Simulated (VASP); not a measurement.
A run of VASP 6.6.1:

INCAR

```
PREC = Accurate
ENCUT = 520
EDIFF = 1E-6
ISMEAR = 0
SIGMA = 0.15
LREAL = False
LASPH = True
NELM = 60
ALGO = Normal
ISIF = 2
LWAVE = False
LCHARG = False
GGA = PE
NBANDS = 16
```

Contents of KPOINTS:

```
regular mesh
0
Gamma
  18 18 6
```

POSCAR

```
C
1.0
    2.6391797485      0.0000000000      0.0000000000
   -1.3195898742      2.1360716891      0.0000000000
    0.0000000000      0.0000000000      8.5653080463
C
4
Direct
    0.0000000000      0.0000000000      0.0025000000
    0.0000000000      0.0000000000      0.5025000000
    0.3333333333      0.6666666667      0.0025000000
    0.6666666667      0.3333333333      0.5025000000
```

Potentials or basis: VASP PAW PBE potentials, release 64 (C).

The run is started by

```bash
$ cat potpaw_PBE.64/C/POTCAR > POTCAR
$ mpirun -np 1 vasp_std > vasp.out
```

Hardware: 1 thread of Intel Xeon 8259CL (shared host).

Estimate the wall time of this run.

Run time: 5.8 min on 1 thread of Intel Xeon 8259CL, on a shared host, peak memory 0.31 GiB. Counts: scf iterations 13, k points 364.
